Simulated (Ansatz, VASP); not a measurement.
**One calculation of Si3Ru, two programs**

Contents of INCAR:

```
SYSTEM = Si3Ru
PREC = Accurate
ENCUT = 560
EDIFF = 1E-7
ISMEAR = 0
SIGMA = 0.1
LREAL = .False.
LASPH = .True.
NELM = 120
ALGO = Normal
ISIF = 3
LWAVE = .False.
LCHARG = .False.
GGA = PE
IBRION = 2
NSW = 90
EDIFFG = -0.04
GGA_COMPAT = .False.
NELMIN = 4
```

Contents of KPOINTS:

```
Automatic mesh
0
Gamma
  8 8 2
  0 0 0
```

Contents of POSCAR:

```
Si3Ru
1.0
    1.4058792500     -2.2008184000      0.0000000000
    1.4058792500      2.2008184000      0.0000000000
    0.0000000000      0.0000000000      8.8079921800
Si Ru
3 1
Direct
    0.5000000000      0.5000000000      0.7533087700
    0.0000000000      0.0000000000      0.5000000000
    0.5000000000      0.5000000000      0.2466912300
    0.0000000000      0.0000000000      0.0000000000
```

Input for Ansatz:

```yaml
crystal:
  lattice:
    - [1.40587925, -2.2008184, 0.0]
    - [1.40587925, 2.2008184, 0.0]
    - [0.0, 0.0, 8.80799218]
  atoms:
    - { symbol: Si, position: [0.5, 0.5, 0.75330877] }
    - { symbol: Si, position: [0.0, 0.0, 0.5] }
    - { symbol: Si, position: [0.5, 0.5, 0.24669123] }
    - { symbol: Ru, position: [0.0, 0.0, 0.0] }
basis:
  ecutwfc: 420
kpoints:
  mp_grid: { grid: [8, 8, 2] }
hamiltonian:
  xc: pbe
scf:
  occupations: { method: gaussian, width: 0.1 }
  lower_state_search: "off"
output:
  forces: true
  stress: true
  eigenvalues: true
relax:
  adjacent_minimum: "off"
  f_tol: 0.04
  max_steps: 70
  cell: { stress_tol: 0.4 }
```

Change from the starting cell: species swapped into the Cu3Ni type (Cmmm, No. 65).

Alike in both runs: task relaxation of cell and atoms; functional PBE; k mesh 8 × 8 × 2; occupations gaussian, width 0.1 eV; no spin polarisation.

```csv
,VASP,Ansatz
version,VASP 6.6.1,Ansatz 0.2.0
potentials or method,"VASP PAW PBE potentials, release 64 (Si, Ru_sv), cutoff 560 eV","scalar-relativistic, plane waves, PAW"
valence electrons in the cell,28,28
```

```tsv
	VASP	Ansatz	Ansatz less VASP
gap on the k mesh at the Fermi level, each at its own relaxed structure (eV)	none	none	-
relaxed volume (Å³/atom)	14.32	14.14	-0.172
relaxed length of the cell vector where the two differ most in proportion (Å)	7.803	6.923	-0.8796
```

A gap of «none» marks a metal or a gap that the smearing closes.
